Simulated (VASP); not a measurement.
# BAs (F-43m) in VASP: further runs, part 2 of 2

VASP 6.6.1. The steps go on from the part before.

### Step 3. Single point, PBE

This run uses another cell than the first one, of 13.63 Å³/atom, 1.025 times its volume.

File INCAR:

```
SYSTEM = BAs
  PREC = Accurate
  ENCUT = 500
  EDIFF = 1E-6
  ISMEAR = 0
  SIGMA = 0.020999999999999998
  LREAL = .False.
  LASPH = .True.
  NELM = 120
  ALGO = Normal
  ISIF = 2
  LWAVE = .False.
  LCHARG = .False.
  GGA = PE
  NBANDS = 11
  GGA_COMPAT = .False.
```

File KPOINTS:

```
Automatic mesh
0
Gamma
  10 10 10
  0 0 0
```

File POSCAR:

```
BAs
1.0
    0.0000000000      2.3885000000      2.3885000000
    2.3885000000      0.0000000000      2.3885000000
    2.3885000000      2.3885000000      0.0000000000
As B
1 1
Direct
    0.7500000000      0.7500000000      0.7500000000
    0.0000000000      0.0000000000      0.0000000000
```

Potentials or basis: VASP PAW PBE potentials, release 64 (As, B).

Command:

```
$ cat potpaw_PBE.64/As/POTCAR potpaw_PBE.64/B/POTCAR > POTCAR
$ mpirun -np 1 vasp_std > vasp.out
```

It took 9.8 s on 1 thread of Intel Xeon 6975P-C, shared host; peak memory 0.16 GiB.

The run converged. Its results:

| Quantity | Value |
| --- | --- |
| Free energy | -11.4061 eV |
| Pressure | 3.4 GPa |
| Band gap on the k mesh | 1.18 eV, indirect (least direct gap 3.28 eV) |

Levels at points of the mesh, in eV from the valence-band top:
```tsv
k point	band 1	band 2	band 3	band 4	band 5	band 6	band 7	band 8	band 9
(0.00, 0.00, 0.00)	-15.40	0.00	0.00	0.00	3.28	3.28	3.28	4.69	9.58
(0.50, 0.00, 0.00)	-12.53	-8.79	-1.82	-1.82	2.69	4.78	4.78	8.86	12.72
(0.50, 0.50, 0.00)	-11.21	-8.53	-4.08	-4.08	1.43	1.44	11.37	11.37	12.86
```

A k mesh can miss the band edges. PBE gaps usually lie below the measured ones, often by a third to a half.

### Step 4. Single point, PBE

This run uses another cell than the first one, of 13.90 Å³/atom, 1.045 times its volume.

File INCAR:

```
ALGO     = Normal         # electronic algorithm
EDIFF    = 1E-6           # SCF threshold, eV
ENCUT    = 500            # plane-wave cutoff, eV
GGA      = PE             # functional
GGA_COMPAT= False        
ISIF     = 2              # what is computed and relaxed
ISMEAR   = -1             # smearing method
LASPH    = True           # aspherical terms in the spheres
LCHARG   = True           # write CHGCAR
LELF     = True           # ELF
LREAL    = False          # projectors in reciprocal space
LVHAR    = True         
LWAVE    = False          # write WAVECAR
NBANDS   = 11             # bands
NELM     = 120            # most SCF steps
PREC     = Accurate       # precision mode
SIGMA    = 0.05           # smearing width, eV
```

File KPOINTS:

```
k-points
0
Gamma
  10 10 10
```

File POSCAR:

```
BAs
1.0
    0.0000000000      2.4043125627      2.4043125627
    2.4043125627      0.0000000000      2.4043125627
    2.4043125627      2.4043125627      0.0000000000
As B
1 1
Direct
    0.7500000000      0.7500000000      0.7500000000
    0.0000000000      0.0000000000      0.0000000000
```

Command:

```
$ cat potpaw_PBE.64/As/POTCAR potpaw_PBE.64/B/POTCAR > POTCAR
$ mpirun -np 1 vasp_std > vasp.out
```

Wall time 22 s (1 thread of Intel Xeon 6975P-C, shared host); peak memory 0.16 GiB.

It converged, with:

```
Free energy            : -11.4131 eV
Pressure               : 0.7 GPa
Band gap on the k mesh : 1.20 eV, indirect (least direct gap 3.25 eV)
```

Levels at points of the mesh, in eV from the valence-band top:
| k point | band 1 | band 2 | band 3 | band 4 | band 5 | band 6 | band 7 | band 8 | band 9 |
| --- | --- | --- | --- | --- | --- | --- | --- | --- | --- |
| (0.00, 0.00, 0.00) | -15.22 | 0.00 | 0.00 | 0.00 | 3.25 | 3.25 | 3.25 | 4.44 | 9.49 |
| (0.50, 0.00, 0.00) | -12.42 | -8.65 | -1.79 | -1.79 | 2.58 | 4.76 | 4.76 | 8.82 | 12.57 |
| (0.50, 0.50, 0.00) | -11.14 | -8.42 | -4.00 | -4.00 | 1.45 | 1.46 | 11.18 | 11.18 | 12.69 |

A k mesh can miss the band edges. PBE gaps usually lie below the measured ones, often by a third to a half.

### Step 5. Relaxation of cell and atoms, PBEsol+D4

This run uses another cell than the first one, of 13.63 Å³/atom, 1.025 times its volume.

File INCAR:

```
  ALGO = Normal
  EDIFF = 1E-7
  EDIFFG = -0.005
  ENCUT = 500
  GGA = PS
  GGA_COMPAT = F
  IBRION = 2
  ISIF = 3
  ISMEAR = -1
  IVDW = 13
  LASPH = T
  LCHARG = F
  LREAL = F
  LWAVE = F
  NELM = 120
  NELMIN = 4
  NSW = 80
  PREC = Accurate
  SIGMA = 0.05
```

KPOINTS is that of step 4.

File POSCAR:

```
BAs
1.0
    0.0000000000      2.3885000000      2.3885000000
    2.3885000000      0.0000000000      2.3885000000
    2.3885000000      2.3885000000      0.0000000000
As B
1 1
Direct
    0.7500000000      0.7500000000      0.7500000000
    0.0000000000      0.0000000000      0.0000000000
```

Command:

```
$ cat potpaw_PBE.64/As/POTCAR potpaw_PBE.64/B/POTCAR > POTCAR
$ mpirun -np 1 vasp_std > vasp.out
```

Run time: 26 s. Hardware: 1 thread of Intel Xeon 6975P-C, shared host; peak memory 0.16 GiB.

It converged, with:

| Quantity | Value |
| --- | --- |
| Free energy | -12.6314 eV |
| Relaxed volume | 13.39 Å³/atom |
| Relaxed cell | a = 3.358 Å, b = 3.358 Å, c = 3.358 Å, α = 60.00°, β = 60.00°, γ = 60.00° |
| Space group after relaxing (to 0.05 Å) | F-43m (No. 216) |
| Energy gained by relaxing | 1.8 meV/atom |
| Ionic steps | 3 |
| Pressure after relaxing | 0.0 GPa |
| Band gap on the k mesh | 1.06 eV, indirect (least direct gap 3.26 eV) |
| Dispersion energy per atom | -0.216 eV |

The path:
```tsv
step	energy change (eV)	largest force (eV/Å)	pressure (GPa)	volume (Å³)
1	0.0000	0.0000	-2.43	27.25
2	-0.0016	0.0000	1.91	26.45
3	-0.0036	0.0000	0.00	26.78
```

Final structure:
```
As B
1.0
     0.00000    2.37476    2.37476
     2.37476    0.00000    2.37476
     2.37476    2.37476    0.00000
As B
1 1
Cartesian
  3.5621 3.5621 3.5621
  0.0000 0.0000 0.0000
```

Levels at points of the mesh, in eV from the valence-band top:
```
           k point  band 1  band 2  band 3  band 4  band 5  band 6  band 7  band 8
(0.00, 0.00, 0.00)  -15.60    0.00    0.00    0.00    3.26    3.26    3.26    4.90
(0.50, 0.00, 0.00)  -12.65   -8.96   -1.86   -1.86    2.76    4.75    4.75    8.74
(0.50, 0.50, 0.00)  -11.31   -8.63   -4.18   -4.18    1.30    1.32   11.51   11.51
```

Caveat: the PAW data sets were made with another functional, which shifts forces and pressure a little. A k mesh can miss the band edges.

### Step 6. Relaxation of cell and atoms, PBE

This run uses another cell than the first one, of 13.63 Å³/atom, 1.025 times its volume.

File INCAR:

```
ALGO     = Normal         # electronic algorithm
EDIFF    = 1E-7           # SCF threshold, eV
EDIFFG   = -0.005         # ionic threshold
ENCUT    = 500            # plane-wave cutoff, eV
GGA      = PE             # functional
GGA_COMPAT= False        
IBRION   = 2              # ionic algorithm
ISIF     = 3              # what is computed and relaxed
ISMEAR   = -1             # smearing method
LASPH    = True           # aspherical terms in the spheres
LCHARG   = False          # write CHGCAR
LREAL    = False          # projectors in reciprocal space
LWAVE    = False          # write WAVECAR
NELM     = 120            # most SCF steps
NELMIN   = 4            
NSW      = 80             # ionic steps
PREC     = Accurate       # precision mode
SIGMA    = 0.05           # smearing width, eV
```

KPOINTS is that of step 5.

POSCAR is that of step 5.

Potentials or basis: VASP PAW PBE potentials, release 64 (As, B).

Command:

```
$ cat potpaw_PBE.64/As/POTCAR potpaw_PBE.64/B/POTCAR > POTCAR
$ mpirun -np 1 vasp_std > vasp.out
```

It took 27 s on 1 thread of Intel Xeon 6975P-C, shared host; peak memory 0.17 GiB.

It converged, with:

* Free energy: -11.4133 eV
* Relaxed volume: 13.97 Å³/atom
* Relaxed cell: a = 3.406 Å, b = 3.406 Å, c = 3.406 Å, α = 60.00°, β = 60.00°, γ = 60.00°
* Space group after relaxing (to 0.05 Å): F-43m (No. 216)
* Energy gained by relaxing: 3.6 meV/atom
* Ionic steps: 3
* Pressure after relaxing: 0.0 GPa
* Band gap on the k mesh: 1.20 eV, indirect (least direct gap 3.25 eV)

Step by step:
```
step  energy change (eV)  largest force (eV/Å)  pressure (GPa)  volume (Å³)
   1              0.0000                0.0000            3.44        27.25
   2             -0.0037                0.0000           -2.19        28.42
   3             -0.0071                0.0000            0.01        27.93
```

Final structure:
```cif
data_structure
_symmetry_space_group_name_H-M 'P 1'
_symmetry_Int_Tables_number 1
_cell_length_a 3.4058
_cell_length_b 3.4058
_cell_length_c 3.4058
_cell_angle_alpha 60.000
_cell_angle_beta 60.000
_cell_angle_gamma 60.000
_cell_volume 27.93
loop_
_atom_site_label
_atom_site_type_symbol
_atom_site_fract_x
_atom_site_fract_y
_atom_site_fract_z
_atom_site_occupancy
As1 As 0.75000 0.75000 0.75000 1
B1 B 0.00000 0.00000 0.00000 1
```

Levels at points of the mesh, in eV from the valence-band top:
| k point | band 2 | band 3 | band 4 | band 5 | band 6 | band 7 |
| --- | --- | --- | --- | --- | --- | --- |
| (0.00, 0.00, 0.00) | 0.00 | 0.00 | 0.00 | 3.25 | 3.25 | 3.25 |
| (0.50, 0.00, 0.00) | -8.61 | -1.78 | -1.78 | 2.55 | 4.75 | 4.75 |
| (0.50, 0.50, 0.00) | -8.39 | -3.98 | -3.98 | 1.46 | 1.46 | 11.13 |

### Step 7. Overview

```tsv
task	level	cell	smearing	gap on the mesh (eV)	pressure (GPa)	relaxed volume (Å³/atom)
single point	PBEsol+D4	a = 3.351 Å, angles 60.0°, 2 atoms	fermi-dirac 0.05 eV	1.05	1.0	-
single point	PBE	a = 3.378 Å, angles 60.0°, 2 atoms	gaussian 0.021 eV	1.18	3.4	-
single point	PBE	a = 3.400 Å, angles 60.0°, 2 atoms	fermi-dirac 0.05 eV	1.20	0.7	-
relaxation of cell and atoms	PBEsol+D4	relaxed from a = 3.378 Å, angles 60.0°, 2 atoms	fermi-dirac 0.05 eV	1.06	0.0	13.39
relaxation of cell and atoms	PBE	relaxed from a = 3.378 Å, angles 60.0°, 2 atoms	fermi-dirac 0.05 eV	1.20	0.0	13.97
```

Alike in all rows: potentials or basis VASP PAW PBE potentials, release 64 (As, B); no spin polarisation; k mesh 10 × 10 × 10; cutoff (eV) 500.

Caveats: the PAW data sets were made with another functional, which shifts forces and pressure a little (some runs).

Total energies depend on the potentials used, so only differences within one code and one set of settings carry meaning.
